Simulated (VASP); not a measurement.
# PbSe (Clausthalite) in VASP: settings compared, part 2 of 2

VASP 6.6.1. Earlier steps stand in the parts before.

### 3 Relaxation of cell and atoms, RPBE

The input, INCAR:

```
SYSTEM = PbSe
  PREC = Accurate
  ENCUT = 600
  EDIFF = 1E-6
  ISMEAR = -1
  SIGMA = 0.05
  LREAL = .FALSE.
  LASPH = .TRUE.
  NELM = 80
  ALGO = Normal
  ISIF = 3
  LWAVE = .FALSE.
  LCHARG = .FALSE.
  GGA = RP
  IBRION = 2
  NSW = 80
  EDIFFG = -0.01
```

The input, KPOINTS:

```
Automatic mesh
0
G
  8 8 8
  0 0 0
```

The input, POSCAR:

```
PbSe
1.0
    0.0000000000      3.0606500000      3.0606500000
    3.0606500000      0.0000000000      3.0606500000
    3.0606500000      3.0606500000      0.0000000000
Pb Se
1 1
Direct
    0.0000000000      0.0000000000      0.0000000000
    0.5000000000      0.5000000000      0.5000000000
```

Potentials or basis: VASP PAW PBE potentials, release 64 (Pb_d, Se).

Run with:

```
> cat potpaw_PBE.64/Pb_d/POTCAR potpaw_PBE.64/Se/POTCAR > POTCAR
> mpirun -np 1 vasp_std > vasp.out
```

OUTCAR:

```text
SYSTEM = PbSe
   PREC = Accurate
   ENCUT = 600
   EDIFF = 1E-6
   ISMEAR = -1
   LREAL = .FALSE.
   LASPH = .TRUE.
   NELM = 80
   ISIF = 3
   GGA = RP
   IBRION = 2
   NSW = 80
   EDIFFG = -0.01

 ion  position               nearest neighbor table
   1  0.000  0.000  0.000-   2 3.06   2 3.06   2 3.06   2 3.06   2 3.06   2 3.06
   2  0.500  0.500  0.500-   1 3.06   1 3.06   1 3.06   1 3.06   1 3.06   1 3.06

  LATTYP: Found a face centered cubic cell.
 ALAT       =     6.1213000000

  Lattice vectors:

 A1 = (   0.0000000000,   3.0606500000,   3.0606500000)
 A2 = (   3.0606500000,   0.0000000000,   3.0606500000)
 A3 = (   3.0606500000,   3.0606500000,   0.0000000000)

Analysis of symmetry for initial positions (statically):
=====================================================================
 Subroutine PRICEL returns:
[... 190 lines left out ...]
      9       3.3041      2.00000
     10       3.3041      2.00000
     11       9.9545      0.00000
     12       9.9545      0.00000
     13       9.9545      0.00000
     14      11.7455      0.00000
[... 462 lines left out ...]
--------------------------------------- Ionic step        3  -------------------------------------------

 number of electron      19.9999998 magnetization

 Free energy of the ion-electron system (eV)
  ---------------------------------------------------
  ext. energy  EPLUGINS =         0.00000000
  ---------------------------------------------------
  free energy    TOTEN  =        -7.52545820 eV

  energy without entropy =       -7.52543728  energy(sigma->0) =       -7.52544774

 E-fermi :   4.4649     XC(G=0):  -8.9832

 val. band max:        4.1492062026   @ k =   0.5000   0.0000   0.0000
 cond. band min:       4.7801942352   @ k =   0.5000   0.0000   0.0000
 fundamental gap:      0.6309880326
 Fermi energy:         4.4649280229

 k-point     1 :       0.0000    0.0000    0.0000
  band No.  band energies     occupation
      1     -12.6037      2.00000
      2     -12.6037      2.00000
      3     -12.6037      2.00000
      4     -12.5919      2.00000
      5     -12.5919      2.00000
      6      -8.6935      2.00000
      7      -2.1893      2.00000
      8       2.6805      2.00000
      9       2.6805      2.00000
     10       2.6805      2.00000
     11       8.7702      0.00000
     12       8.7702      0.00000
     13       8.7702      0.00000
     14      10.9378      0.00000
[... 420 lines left out ...]
  FREE ENERGIE OF THE ION-ELECTRON SYSTEM (eV)
  ---------------------------------------------------
  free  energy   TOTEN  =        -7.5254582010 eV

  energy  without entropy=       -7.5254372761  energy(sigma->0) =       -7.52544774

 reached required accuracy - stopping structural energy minimisation
```

OSZICAR:

```text
N       E                     dE             d eps       ncg     rms          rms(c)
DAV:   1     0.166949156677E+03    0.16695E+03   -0.10615E+04   812   0.163E+03
DAV:   2     0.612242085084E+01   -0.16083E+03   -0.15760E+03   854   0.372E+02
DAV:   3    -0.741999676961E+01   -0.13542E+02   -0.13487E+02  1070   0.111E+02
DAV:   4    -0.772816118834E+01   -0.30816E+00   -0.30793E+00   884   0.195E+01
[... 25 lines left out ...]
DAV:   4    -0.752541439750E+01   -0.21563E-03   -0.14082E-03   812   0.376E-01    0.539E-02
DAV:   5    -0.752545074295E+01   -0.36345E-04   -0.17032E-04   996   0.169E-01    0.269E-02
DAV:   6    -0.752546046004E+01   -0.97171E-05   -0.19049E-05   860   0.539E-02    0.327E-03
DAV:   7    -0.752545901198E+01    0.14481E-05   -0.13707E-06   758   0.134E-02    0.169E-03
DAV:   8    -0.752545820101E+01    0.81097E-06   -0.65999E-07   544   0.127E-02
   3 F= -.75254582E+01 E0= -.75254477E+01  d E =-.617235E-01
```

It used 54 s of CPU time on 1 thread of Intel Xeon 6975P-C, on a shared host.

What came out:

| Property | Result |
| --- | --- |
| Free energy | -7.5255 eV |
| Relaxed volume | 31.18 Å³/atom |
| Relaxed cell | a = 4.451 Å, b = 4.451 Å, c = 4.451 Å, α = 60.00°, β = 60.00°, γ = 60.00° |
| Space group after relaxing (to 0.05 Å) | Fm-3m (No. 225) |
| Energy gained by relaxing | 30.9 meV/atom |
| Ionic steps | 3 |
| Pressure after relaxing | 0.0 GPa |
| Band gap on the k mesh | 0.63 eV, direct |

Step by step:
| step | energy change (eV) | largest force (eV/Å) | pressure (GPa) | volume (Å³) |
| --- | --- | --- | --- | --- |
| 1 | 0.0000 | 0.0000 | 4.23 | 57.34 |
| 2 | -0.0574 | 0.0000 | -0.91 | 63.85 |
| 3 | -0.0617 | 0.0000 | 0.01 | 62.37 |

Final structure:
```
Pb Se
1.0
     0.00000    3.14761    3.14761
     3.14761    0.00000    3.14761
     3.14761    3.14761    0.00000
Pb Se
1 1
Direct
  0.00000 0.00000 0.00000
  0.50000 0.50000 0.50000
```

Caveat: the PAW data sets were made with another functional, which shifts forces and pressure a little; spin-orbit coupling is left out, which moves the levels of the heavy elements.

### 4 Single point, PBE, non-collinear spin, zero start, spin-orbit coupling

The input, INCAR:

```
SYSTEM = PbSe
ALGO     = Normal         ! electronic algorithm
EDIFF    = 1E-6           ! SCF threshold, eV
ENCUT    = 520            ! plane-wave cutoff, eV
GGA      = PE             ! functional
GGA_COMPAT= .False.      
ISIF     = 2              ! what is computed and relaxed
ISMEAR   = -5             ! smearing method
LASPH    = .True.         ! aspherical terms in the spheres
LCHARG   = .True.         ! write CHGCAR
LORBIT   = 11             ! projections on sites
LORBMOM  = .True.       
LREAL    = .False.        ! projectors in reciprocal space
LSORBIT  = .True.         ! spin-orbit coupling
LVHAR    = .True.       
LWAVE    = .False.        ! write WAVECAR
MAGMOM   = 0 0 0 0 0 0    ! initial moments
NBANDS   = 32             ! bands
NELM     = 150            ! most SCF steps
PREC     = Accurate       ! precision mode
SIGMA    = 0.05           ! smearing width, eV
```

The input, KPOINTS:

```
k-points
0
Gamma
  6 6 6
  0 0 0
```

POSCAR is that of step 3.

Run with:

```
> cat potpaw_PBE.64/Pb_d/POTCAR potpaw_PBE.64/Se/POTCAR > POTCAR
> mpirun -np 1 vasp_ncl > vasp.out
```

Run time: 98 s. Hardware: 1 thread of Intel Xeon 6975P-C, shared host; peak memory 0.32 GiB.

The run converged. Its results:

```
Free energy                                           : -8.6046 eV
Pressure                                              : 1.8 GPa
Net moment                                            : 0.00 μB per cell
Valence electrons inside the program's atomic spheres : Pb 11.87; Se 3.81
```

Moments on the atoms (μB; x, y, z):
```
Pb  0.00 0.00 0.00
Se  0.00 0.00 0.00
```

### 5 Single point, PBEsol, non-collinear spin, zero start, spin-orbit coupling

The input, INCAR:

```
SYSTEM = PbSe
PREC = Accurate
ENCUT = 520
EDIFF = 1E-6
ISMEAR = -1
SIGMA = 0.05
LREAL = .False.
LASPH = .True.
NELM = 150
ALGO = Normal
ISIF = 2
LWAVE = .False.
LCHARG = .False.
MAGMOM = 0 0 0 0 0 0
LORBIT = 11
LSORBIT = .True.
GGA_COMPAT = .False.
LORBMOM = .True.
GGA = PS
NBANDS = 32
```

The input, KPOINTS:

```
regular mesh
0
Gamma
  6 6 6
  0 0 0
```

POSCAR is that of step 4.

Potentials or basis: VASP PAW PBE potentials, release 64 (Pb_d, Se).

Run with:

```
> cat potpaw_PBE.64/Pb_d/POTCAR potpaw_PBE.64/Se/POTCAR > POTCAR
> mpirun -np 1 vasp_ncl > vasp.out
```

OUTCAR:

```text
SYSTEM = PbSe
   PREC = Accurate
   ENCUT = 520
   EDIFF = 1E-6
   ISMEAR = -1
   LREAL = .False.
   LASPH = .True.
   NELM = 150
   ISIF = 2
   LORBIT = 11
   LSORBIT = .True.
   GGA = PS

 ion  position               nearest neighbor table
   1  0.000  0.000  0.000-   2 3.06   2 3.06   2 3.06   2 3.06   2 3.06   2 3.06
   2  0.500  0.500  0.500-   1 3.06   1 3.06   1 3.06   1 3.06   1 3.06   1 3.06

  LATTYP: Found a face centered cubic cell.
 ALAT       =     6.1213000000

  Lattice vectors:

 A1 = (   0.0000000000,   3.0606500000,   3.0606500000)
 A2 = (   3.0606500000,   0.0000000000,   3.0606500000)
 A3 = (   3.0606500000,   3.0606500000,   0.0000000000)

Analysis of symmetry for initial positions (statically):
=====================================================================
 Subroutine PRICEL returns:
 Original cell was already a primitive cell.

 Routine SETGRP: Setting up the symmetry group for a
 face centered cubic supercell.

 Subroutine GETGRP returns: Found 48 space group operations
 (whereof 48 operations were pure point group operations)
 out of a pool of 48 trial point group operations.

The static configuration has the point symmetry O_h .

Analysis of symmetry for dynamics (positions and initial velocities):
=====================================================================
 Subroutine PRICEL returns:
 Original cell was already a primitive cell.

 Routine SETGRP: Setting up the symmetry group for a
 face centered cubic supercell.

 Subroutine GETGRP returns: Found 48 space group operations
 (whereof 48 operations were pure point group operations)
 out of a pool of 48 trial point group operations.

The dynamic configuration has the point symmetry O_h .

Analysis of structural, dynamic, and magnetic symmetry:
=====================================================================
 Subroutine PRICEL returns:
 Original cell was already a primitive cell.

 Routine SETGRP: Setting up the symmetry group for a
[... 756 lines left out ...]

 # of ion     p       d       tot
 ----------------------------------------
  1         0.000   0.000   0.000
  2         0.000   0.000   0.000
 ----------------------------------------
            0.000   0.000   0.000

 orbital moment (z)

 # of ion     p       d       tot
 ----------------------------------------
  1         0.000   0.000   0.000
  2         0.000  -0.000  -0.000
 ----------------------------------------
            0.000  -0.000  -0.000

 Spin-Orbit-Coupling matrix elements

 Ion:    1  E_soc:     -0.8619901
 l=   1
     0.0000000    -0.0764426    -0.0764426
    -0.0764426     0.0000000    -0.0764426
    -0.0764426    -0.0764426     0.0000000
 l=   2
     0.0000000    -0.0134974     0.0000000    -0.0134974    -0.0537250
    -0.0134974     0.0000000    -0.0402938    -0.0134974    -0.0134313
     0.0000000    -0.0402938     0.0000000    -0.0402938     0.0000000
    -0.0134974    -0.0134974    -0.0402938     0.0000000    -0.0134313
    -0.0537250    -0.0134313     0.0000000    -0.0134313     0.0000000
 l=   3
     0.0000000     0.0000000     0.0000000     0.0000000     0.0000000     0.0000000     0.0000000
     0.0000000     0.0000000     0.0000000     0.0000000     0.0000000     0.0000000     0.0000000
     0.0000000     0.0000000     0.0000000     0.0000000     0.0000000     0.0000000     0.0000000
     0.0000000     0.0000000     0.0000000     0.0000000     0.0000000     0.0000000     0.0000000
     0.0000000     0.0000000     0.0000000     0.0000000     0.0000000     0.0000000     0.0000000
     0.0000000     0.0000000     0.0000000     0.0000000     0.0000000     0.0000000     0.0000000
     0.0000000     0.0000000     0.0000000     0.0000000     0.0000000     0.0000000     0.0000000

 Ion:    2  E_soc:     -0.0480182
 l=   1
     0.0000000    -0.0080213    -0.0080213
    -0.0080213     0.0000000    -0.0080213
    -0.0080213    -0.0080213     0.0000000
 l=   2
     0.0000000    -0.0000026     0.0000000    -0.0000026     0.0000209
    -0.0000026     0.0000000     0.0000157    -0.0000026     0.0000052
     0.0000000     0.0000157     0.0000000     0.0000157     0.0000000
    -0.0000026    -0.0000026     0.0000157     0.0000000     0.0000052
     0.0000209     0.0000052     0.0000000     0.0000052     0.0000000
 l=   3
     0.0000000     0.0000000     0.0000000     0.0000000     0.0000000     0.0000000     0.0000000
     0.0000000     0.0000000     0.0000000     0.0000000     0.0000000     0.0000000     0.0000000
     0.0000000     0.0000000     0.0000000     0.0000000     0.0000000     0.0000000     0.0000000
     0.0000000     0.0000000     0.0000000     0.0000000     0.0000000     0.0000000     0.0000000
     0.0000000     0.0000000     0.0000000     0.0000000     0.0000000     0.0000000     0.0000000
     0.0000000     0.0000000     0.0000000     0.0000000     0.0000000     0.0000000     0.0000000
     0.0000000     0.0000000     0.0000000     0.0000000     0.0000000     0.0000000     0.0000000

 total charge

# of ion       s       p       d       tot
------------------------------------------
    1        1.447   0.572   9.839  11.857
    2        1.476   2.293   0.019   3.787
--------------------------------------------------
tot          2.922   2.865   9.857  15.644

 magnetization (x)

# of ion       s       p       d       tot
------------------------------------------
    1        0.000   0.000   0.000   0.000
    2        0.000   0.000   0.000   0.000
--------------------------------------------------
tot          0.000   0.000   0.000   0.000

 magnetization (y)

# of ion       s       p       d       tot
------------------------------------------
    1        0.000   0.000   0.000   0.000
    2        0.000  -0.000   0.000  -0.000
--------------------------------------------------
tot          0.000   0.000   0.000   0.000

 magnetization (z)

# of ion       s       p       d       tot
------------------------------------------
    1        0.000   0.000  -0.000  -0.000
    2        0.000   0.000   0.000   0.000
--------------------------------------------------
tot          0.000   0.000   0.000   0.000
```

OSZICAR:

```text
N       E                     dE             d eps       ncg     rms          rms(c)
DAV:   1     0.206122076616E+03    0.20612E+03   -0.90237E+03  1024   0.130E+03
DAV:   2     0.118267263698E+02   -0.19430E+03   -0.18580E+03  1064   0.367E+02
DAV:   3    -0.868317478997E+01   -0.20510E+02   -0.20043E+02  1344   0.137E+02
DAV:   4    -0.952897877668E+01   -0.84580E+00   -0.84450E+00  1160   0.291E+01
DAV:   5    -0.956505388507E+01   -0.36075E-01   -0.36071E-01  1568   0.619E+00    0.258E+00
DAV:   6    -0.935096395928E+01    0.21409E+00   -0.47215E-01  1432   0.607E+00    0.147E+00
DAV:   7    -0.935037665359E+01    0.58731E-03   -0.96403E-02  1336   0.162E+00    0.864E-01
DAV:   8    -0.935069811173E+01   -0.32146E-03   -0.72902E-03  1344   0.982E-01    0.402E-01
DAV:   9    -0.935074049443E+01   -0.42383E-04   -0.63160E-04  1272   0.220E-01    0.126E-01
DAV:  10    -0.935062549430E+01    0.11500E-03   -0.70693E-04  1416   0.269E-01    0.307E-02
DAV:  11    -0.935064274007E+01   -0.17246E-04   -0.95382E-05  1192   0.711E-02    0.121E-02
DAV:  12    -0.935064403128E+01   -0.12912E-05   -0.71023E-06  1464   0.289E-02    0.306E-03
DAV:  13    -0.935064395316E+01    0.78122E-07   -0.18907E-07   744   0.650E-03
   1 F= -.93506440E+01 E0= -.93498184E+01  d E =-.165117E-02  mag=    -0.0000    -0.0000    -0.0000
```

It used 60 s of CPU time on 1 thread of Intel Xeon 6975P-C (shared host).

Results:

| Property | Result |
| --- | --- |
| Free energy | -9.3506 eV |
| Pressure | -1.0 GPa |
| Net moment | 0.00 μB per cell |
| Valence electrons inside the program's atomic spheres | Pb 11.86; Se 3.79 |

Moments on the atoms (μB; x, y, z):
```
Pb  0.00 0.00 0.00
Se  0.00 0.00 0.00
```

Caveat: the PAW data sets were made with another functional, which shifts forces and pressure a little.

### 6 Single point, PBE (atoms moved at random)

The input, INCAR:

```
ALGO = Normal
EDIFF = 1E-6
ENCUT = 520
GGA = PE
ISIF = 2
ISMEAR = -1
LASPH = True
LCHARG = False
LREAL = False
LWAVE = False
NBANDS = 17
NELM = 60
PREC = Accurate
SIGMA = 0.05
```

The input, KPOINTS:

```
k-points
0
Gamma
  8 8 8
```

The input, POSCAR:

```
PbSe
1.0
    0.0000000000      3.0606500000      3.0606500000
    3.0606500000      0.0000000000      3.0606500000
    3.0606500000      3.0606500000      0.0000000000
Pb Se
1 1
Direct
   -0.0022480000     -0.0031650000     -0.0006020000
    0.5030880000      0.4999950000      0.4926990000
```

Potentials or basis: VASP PAW PBE potentials, release 64 (Pb_d, Se).

Run with:

```
> cat potpaw_PBE.64/Pb_d/POTCAR potpaw_PBE.64/Se/POTCAR > POTCAR
> mpirun -np 1 vasp_std > vasp.out
```

Wall time 3.2 min (1 thread of Intel Xeon 8259CL, shared host); peak memory 0.38 GiB.

The run converged. Its results:

| Quantity | Value |
| --- | --- |
| Free energy | -8.1782 eV |
| Pressure | 2.4 GPa |
| Largest force | 0.017 eV/Å |
| Band gap on the k mesh | 0.29 eV, direct |

Forces on the atoms (eV/Å):
```
Pb  -0.007 -0.003  0.016
Se   0.007  0.003 -0.016
```

Levels at points of the mesh, in eV from the valence-band top:
| k point | band 6 | band 7 | band 8 | band 9 | band 10 | band 11 | band 12 | band 13 | band 14 | band 15 |
| --- | --- | --- | --- | --- | --- | --- | --- | --- | --- | --- |
| (0.00, 0.00, 0.00) | -13.59 | -6.30 | -1.88 | -1.88 | -1.88 | 4.71 | 4.71 | 4.71 | 6.52 | 6.52 |
| (0.50, 0.00, 0.00) | -12.53 | -8.80 | -1.47 | -1.47 | -0.01 | 0.30 | 1.70 | 1.70 | 8.55 | 10.15 |
| (0.00, 0.50, 0.00) | -12.53 | -8.80 | -1.47 | -1.47 | 0.00 | 0.30 | 1.70 | 1.70 | 8.55 | 10.15 |
| (0.00, 0.00, 0.50) | -12.53 | -8.80 | -1.47 | -1.47 | -0.01 | 0.30 | 1.70 | 1.70 | 8.55 | 10.15 |
| (0.50, 0.50, 0.50) | -12.53 | -8.80 | -1.47 | -1.47 | 0.00 | 0.29 | 1.70 | 1.70 | 8.55 | 10.15 |
| (0.50, 0.50, 0.00) | -12.16 | -7.39 | -4.98 | -3.23 | -3.23 | 3.69 | 5.61 | 5.61 | 6.05 | 11.29 |
| (0.00, 0.50, 0.50) | -12.16 | -7.38 | -4.98 | -3.23 | -3.23 | 3.69 | 5.61 | 5.62 | 6.05 | 11.29 |
| (0.50, 0.00, 0.50) | -12.16 | -7.38 | -4.98 | -3.24 | -3.23 | 3.69 | 5.61 | 5.62 | 6.05 | 11.29 |

Caveat: the cell differs from its parent crystal (atoms moved at random); spin-orbit coupling is left out, which moves the levels of the heavy elements. A k mesh can miss the band edges.

### 7 Overview

```tsv
task	level	spin	cell	k mesh	cutoff (eV)	smearing	gap on the mesh (eV)	pressure (GPa)	moment (μB)	relaxed volume (Å³/atom)
relaxation of cell and atoms	BLYP	off	relaxed	8 × 8 × 8	600	fermi-dirac 0.05 eV	0.69	0.0	-	32.20
relaxation of cell and atoms	RPBE	off	relaxed	8 × 8 × 8	600	fermi-dirac 0.05 eV	0.63	0.0	-	31.18
single point	PBE	non-collinear, zero start, SOC	as given	6 × 6 × 6	520	tetrahedron	-	1.8	0.00	-
single point	PBEsol	non-collinear, zero start, SOC	as given	6 × 6 × 6	520	fermi-dirac 0.05 eV	-	-1.0	0.00	-
single point	PBE	off	as given	8 × 8 × 8	520	fermi-dirac 0.05 eV	0.29	2.4	-	-
```

Some of these runs hold the atoms at other places in the same cell, which the table doesn't show; runs alike in all that it shows share one row.

Alike in all rows: potentials or basis VASP PAW PBE potentials, release 64 (Pb_d, Se).

Caveats: the PAW data sets were made with another functional, which shifts forces and pressure a little (some runs); spin-orbit coupling is left out, which moves the levels of the heavy elements (some runs); the volume moved by +12 % from the deposited cell, more than functionals usually miss (some runs).

Total energies depend on the potentials used, so only differences within one code and one set of settings carry meaning.

### 8 How close it comes

Step 2. The cell as given is a measured one (28.67 Å³/atom); BLYP puts the equilibrium volume +12.3 % from it, thermal expansion not counted.

Step 3. The cell as given is a measured one (28.67 Å³/atom); RPBE puts the equilibrium volume +8.8 % from it, thermal expansion not counted.
